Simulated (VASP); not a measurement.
# SrO (Fm-3m) in VASP: further runs

Runs on SrO. Level: r2SCAN. Tasks: single point, relaxation of cell and atoms.

Program: VASP 6.6.1. These are calculated values, not measurements. Logs are shortened: lines on timing, memory, paths and dates and some standing lists are left out, and cuts for length are marked.

## 1. The cell of the first run

Symmetry: Fm-3m, No. 225, cubic system. The conventional cell has a = 5.160 Å, b = 5.160 Å, c = 5.160 Å, α = 90.00°, β = 90.00°, γ = 90.00°. Within 3.4 Å of Sr (site symmetry m-3m) lie 6 O at 2.58 Å. Within 3.4 Å of O (site symmetry m-3m) lie 6 Sr at 2.58 Å.

## 2. Single point, r2SCAN

Input file POSCAR:

```
SrO
1.0
    0.0000000000      2.5801476905      2.5801476905
    2.5801476905      0.0000000000      2.5801476905
    2.5801476905      2.5801476905      0.0000000000
Sr O
1 1
Direct
    0.0000000000      0.0000000000      0.0000000000
    0.5000000000      0.5000000000      0.5000000000
```

Input file INCAR.step1:

```
SYSTEM = SrO
  PREC = Accurate
  ENCUT = 520
  ISMEAR = 0
  SIGMA = 0.02
  LREAL = .False.
  LASPH = .True.
  NELM = 80
  NBANDS = 15
  GGA = PE
  ALGO = Normal
  EDIFF = 1E-4
  LWAVE = .True.
  LCHARG = .False.
```

Input file INCAR.step2:

```
SYSTEM = SrO
  PREC = Accurate
  ENCUT = 520
  EDIFF = 1E-6
  ISMEAR = 0
  SIGMA = 0.02
  LREAL = .False.
  LASPH = .True.
  NELM = 80
  ALGO = Normal
  ISIF = 2
  LWAVE = .False.
  LCHARG = .True.
  METAGGA = R2SCAN
  LMIXTAU = .True.
  LELF = .True.
  LVHAR = .True.
  NBANDS = 15
  ISTART = 1
```

Input file KPOINTS:

```
regular mesh
0
Gamma
  8 8 8
  0 0 0
```

Potentials or basis: VASP PAW PBE potentials, release 64 (Sr_sv, O).

Launch:

```console
$ cat potpaw_PBE.64/Sr_sv/POTCAR potpaw_PBE.64/O/POTCAR > POTCAR
$ cp INCAR.step1 INCAR
$ mpirun -np 1 vasp_std > vasp.out
$ cp INCAR.step2 INCAR
$ mpirun -np 1 vasp_std > vasp.out
```

OUTCAR:

```text
SYSTEM = SrO
   PREC = Accurate
   ENCUT = 520
   EDIFF = 1E-6
   ISMEAR = 0
   LREAL = .False.
   LASPH = .True.
   NELM = 80
   ISIF = 2
   METAGGA = R2SCAN
   ISTART = 1

 ion  position               nearest neighbor table
   1  0.000  0.000  0.000-   2 2.58   2 2.58   2 2.58   2 2.58   2 2.58   2 2.58
   2  0.500  0.500  0.500-   1 2.58   1 2.58   1 2.58   1 2.58   1 2.58   1 2.58

  LATTYP: Found a face centered cubic cell.
 ALAT       =     5.1602953810

  Lattice vectors:

 A1 = (   0.0000000000,   2.5801476905,   2.5801476905)
 A2 = (   2.5801476905,   0.0000000000,   2.5801476905)
 A3 = (   2.5801476905,   2.5801476905,   0.0000000000)

Analysis of symmetry for initial positions (statically):
=====================================================================
 Subroutine PRICEL returns:
 Original cell was already a primitive cell.

 Routine SETGRP: Setting up the symmetry group for a
 face centered cubic supercell.

 Subroutine GETGRP returns: Found 48 space group operations
 (whereof 48 operations were pure point group operations)
 out of a pool of 48 trial point group operations.

The static configuration has the point symmetry O_h .

Analysis of symmetry for dynamics (positions and initial velocities):
=====================================================================
 Subroutine PRICEL returns:
 Original cell was already a primitive cell.

 Routine SETGRP: Setting up the symmetry group for a
 face centered cubic supercell.

 Subroutine GETGRP returns: Found 48 space group operations
 (whereof 48 operations were pure point group operations)
 out of a pool of 48 trial point group operations.

The dynamic configuration has the point symmetry O_h .

 Subroutine INISYM returns: Found 48 space group operations
 (whereof 48 operations are pure point group operations),
 and found     1 'primitive' translations

----------------------------------------------------------------------------------------

                                     Primitive cell

  volume of cell :      34.3529

  direct lattice vectors                    reciprocal lattice vectors
     0.000000000  2.580147691  2.580147691    -0.193787356  0.193787356  0.193787356
     2.580147691  0.000000000  2.580147691     0.193787356 -0.193787356  0.193787356
     2.580147691  2.580147691  0.000000000     0.193787356  0.193787356 -0.193787356

  length of vectors
     3.648879857  3.648879857  3.648879857     0.335649547  0.335649547  0.335649547

  position of ions in fractional coordinates (direct lattice)
     0.000000000  0.000000000  0.000000000
     0.500000000  0.500000000  0.500000000

  ion indices of the primitive-cell ions
   primitive index   ion index
                 1           1
                 2           2

----------------------------------------------------------------------------------------

 KPOINTS: regular mesh

Automatic generation of k-mesh.
 Grid dimensions read from file:
 generate k-points for:    8    8    8

 Generating k-lattice:

  Cartesian coordinates                     Fractional coordinates (reciprocal lattice)
    -0.024223420  0.024223420  0.024223420     0.125000000  0.000000000  0.000000000
     0.024223420 -0.024223420  0.024223420     0.000000000  0.125000000  0.000000000
     0.024223420  0.024223420 -0.024223420     0.000000000  0.000000000  0.125000000

  Length of vectors
     0.041956193  0.041956193  0.041956193

  Shift w.r.t. Gamma in fractional coordinates (k-lattice)
     0.000000000  0.000000000  0.000000000

 Subroutine IBZKPT returns following result:
 ===========================================

 Found     29 irreducible k-points:

 Following reciprocal coordinates:
            Coordinates               Weight
  0.000000  0.000000  0.000000      1.000000
  0.125000  0.000000  0.000000      8.000000
  0.250000  0.000000  0.000000      8.000000
  0.375000  0.000000  0.000000      8.000000
  0.500000  0.000000  0.000000      4.000000
  0.125000  0.125000  0.000000      6.000000
[... 16 lines left out ...]
  0.500000  0.250000  0.125000     48.000000
 -0.375000  0.250000  0.125000     24.000000
 [... further k-points ...]
   k-points           NKPTS =     29   k-points in BZ     NKDIM =     29   number of bands    NBANDS=     15
   number of dos      NEDOS =    301   number of ions     NIONS =      2
   total plane-waves  NPLWV =  21952
   dimension x,y,z NGX =    28 NGY =   28 NGZ =   28
   dimension x,y,z NGXF=    56 NGYF=   56 NGZF=   56
   ions per type =               1   1
   NGX,Y,Z   is equivalent  to a cutoff of  12.76, 12.76, 12.76 a.u.
   NGXF,Y,Z  is equivalent  to a cutoff of  25.51, 25.51, 25.51 a.u.
 SYSTEM =  SrO
   PREC   = accura    normal or accurate (medium, high low for compatibility)
   ISTART =      1    job   : 0-new  1-cont  2-samecut
   ICHARG =      0    charge: 1-file 2-atom 10-const
   ISPIN  =      1    spin polarized calculation?
   LNONCOLLINEAR =      F non collinear calculations
   LSORBIT =      F    spin-orbit coupling
   LASPH  =      T    aspherical Exc in radial PAW
   ENCUT  =  520.0 eV  38.22 Ry    6.18 a.u.   6.78  6.78  6.78*2*pi/ulx,y,z
   NELM   =     80;   NELMIN=  2; NELMDL=  0     # of ELM steps
   EDIFF  = 0.1E-05   stopping-criterion for ELM
   LREAL  =      F    real-space projection
   EDIFFG = 0.1E-04   stopping-criterion for IOM
   NSW    =      0    number of steps for IOM
   IBRION =     -1    ionic relax: 0-MD 1-quasi-New 2-CG
   NFREE  =      0    steps in history (QN), initial steepest desc. (CG)
   ISIF   =      2    stress and relaxation
   ISYM   =      2    0-nonsym 1-usesym 2-fastsym
   POTIM  = 0.5000    time-step for ionic-motion
   TEBEG  =    0.0;   TEEND  =   0.0 temperature during run
   PSTRESS=    0.0 pullay stress
   NELECT =      16.0000    total number of electrons
   NUPDOWN=      -1.0000    fix difference up-down
   EMIN   =  10.00;   EMAX   =-10.00  energy-range for DOS
   EFERMI =   0.00;   METHOD = LEGACY
   ISMEAR =     0;   SIGMA  =   0.02  broadening in eV -4-tet -1-fermi 0-gaus
   EFERMI_NEDOS =   21; number of points for ismear=-14 and -15
   IALGO  =     38    algorithm
   IMIX   =      4    mixing-type and parameters
     AMIX     =   0.40;   BMIX     =  1.00
     AMIX_MAG =   1.60;   BMIX_MAG =  1.00
  volume/ion in A,a.u.               =      17.18       115.91
  Fermi-wavevector in a.u.,A,eV,Ry     =   1.268996  2.398055 21.910154  1.610351
  Thomas-Fermi vector in A             =   2.402061
   LORBIT       =      0    0 simple, 1 ext, 2 COOP (PROOUT), +10 PAW based schemes
   METAGGA = R2SCAN    functional components
   LHFCALC =     F    Hartree Fock is set to
   AEXX    =    0.0000 exact exchange contribution
   IVDW    =     0    specifies the selected vdW correction
   LEPSILON=     F    determine dielectric tensor
   LRPA    =     F    only Hartree local field effects (RPA)
 non-spin polarized calculation
 Gauss-broadening in eV      SIGMA  =   0.02
  energy-cutoff  :      520.00
  volume of cell :       34.35
 maximum number of plane-waves:       941
   NGX = 13   NGY = 13   NGZ = 13

 number of electron      15.9999998 magnetization

 Free energy of the ion-electron system (eV)
  ---------------------------------------------------
  ext. energy  EPLUGINS =         0.00000000
  ---------------------------------------------------
  free energy    TOTEN  =       -27.05574575 eV

  energy without entropy =      -27.05574575  energy(sigma->0) =      -27.05574575

 E-fermi :   1.5201     XC(G=0): -10.5312

 val. band max:        1.2925647137   @ k =   0.0000   0.0000   0.0000
 cond. band min:       5.0404002796   @ k =   0.5000   0.5000   0.0000
 fundamental gap:      3.7478355659
 Fermi energy:         1.5200815699

 k-point     1 :       0.0000    0.0000    0.0000
  band No.  band energies     occupation
      1     -32.2178      2.00000
      2     -14.7224      2.00000
      3     -13.2519      2.00000
      4     -13.2519      2.00000
      5     -13.2519      2.00000
      6       1.2926      2.00000
      7       1.2926      2.00000
      8       1.2926      2.00000
      9       5.8726      0.00000
     10       8.0458      0.00000
     11       8.0458      0.00000
     12       8.0458      0.00000
     13      10.3427      0.00000
     14      10.3427      0.00000
     15      14.5361      0.00000

 k-point     2 :       0.1250    0.0000    0.0000
  band No.  band energies     occupation
      1     -32.1986      2.00000
      2     -15.0102      2.00000
      3     -13.2631      2.00000
      4     -13.2631      2.00000
      5     -13.0111      2.00000
      6       0.8700      2.00000
      7       1.1028      2.00000
      8       1.1028      2.00000
      9       6.5521      0.00000
     10       7.8850      0.00000
     11       8.3542      0.00000
     12       8.3542      0.00000
     13      10.7489      0.00000
     14      10.7489      0.00000
     15      15.5460      0.00000

 k-point     3 :       0.2500    0.0000    0.0000
  band No.  band energies     occupation
      1     -32.1518      2.00000
      2     -15.5181      2.00000
      3     -13.2897      2.00000
      4     -13.2897      2.00000
      5     -12.6182      2.00000
      6       0.0733      2.00000
      7       0.6895      2.00000
      8       0.6895      2.00000
      9       7.7962      0.00000
     10       8.0941      0.00000
     11       9.1913      0.00000
     12       9.1913      0.00000
     13      11.7698      0.00000
     14      11.7698      0.00000
     15      17.5553      0.00000
[... 343 lines left out ...]
 k-point    23 :       0.5000    0.2500    0.1250
  band No.  band energies     occupation
      1     -32.0805      2.00000
      2     -15.6914      2.00000
      3     -13.5967      2.00000
      4     -13.4176      2.00000
      5     -12.6007      2.00000
      6      -0.2001      2.00000
      7       0.3795      2.00000
      8       0.7835      2.00000
      9       7.3541      0.00000
     10       9.0314      0.00000
     11      10.8169      0.00000
     12      10.9309      0.00000
     13      13.0349      0.00000
     14      13.9751      0.00000
     15      16.4666      0.00000

 k-point    24 :      -0.3750    0.2500    0.1250
  band No.  band energies     occupation
      1     -32.0648      2.00000
      2     -15.7531      2.00000
      3     -13.6170      2.00000
      4     -13.4720      2.00000
      5     -12.5742      2.00000
      6      -0.2332      2.00000
      7       0.4457      2.00000
      8       0.5204      2.00000
      9       8.1679      0.00000
     10       8.5407      0.00000
     11      11.2193      0.00000
     12      11.3576      0.00000
     13      13.5498      0.00000
     14      14.8610      0.00000
     15      15.5524      0.00000

 [... further k-points ...]

------------------------ aborting loop because EDIFF is reached ----------------------------------------

  FORCE on cell =-STRESS in cart. coord.  units (eV):
  Direction    XX          YY          ZZ          XY          YZ          ZX
  --------------------------------------------------------------------------------------
  -------------------------------------------------------------------------------------
  Total        0.1069237      0.1069237      0.1069237     -0.0000000      0.0000000     -0.0000000
  in kB        4.9867859      4.9867859      4.9867859     -0.0000000      0.0000000     -0.0000000
  external PRESSURE =       4.9867859 kB  Pullay stress =       0.0000000 kB

 VOLUME and BASIS-vectors are now :
 -----------------------------------------------------------------------------
  energy-cutoff  :      520.00
  volume of cell :       34.35
      direct lattice vectors                 reciprocal lattice vectors
     0.000000000  2.580147691  2.580147691    -0.193787356  0.193787356  0.193787356
     2.580147691  0.000000000  2.580147691     0.193787356 -0.193787356  0.193787356
     2.580147691  2.580147691  0.000000000     0.193787356  0.193787356 -0.193787356

 POSITION                                       TOTAL-FORCE (eV/Angst)
 -----------------------------------------------------------------------------------
      0.00000      0.00000      0.00000        -0.000000      0.000000      0.000000
      2.58015      2.58015      2.58015         0.000000     -0.000000     -0.000000
 -----------------------------------------------------------------------------------
    total drift:                                0.000000      0.000000      0.000000

  FREE ENERGIE OF THE ION-ELECTRON SYSTEM (eV)
  ---------------------------------------------------
  free  energy   TOTEN  =       -27.0557457464 eV

  energy  without entropy=      -27.0557457464  energy(sigma->0) =      -27.05574575
```

Run time: 2.1 min. Hardware: 1 thread of Intel Xeon 8259CL, shared host; peak memory 0.17 GiB.

What came out:

| Property | Result |
| --- | --- |
| Free energy | -27.0557 eV |
| Pressure | 0.5 GPa |
| Band gap on the k mesh | 3.75 eV (least direct gap 3.84 eV) |

Caveat: the PAW data sets were made with another functional, which shifts forces and pressure a little.

(Part 1 of 2 ends here.)
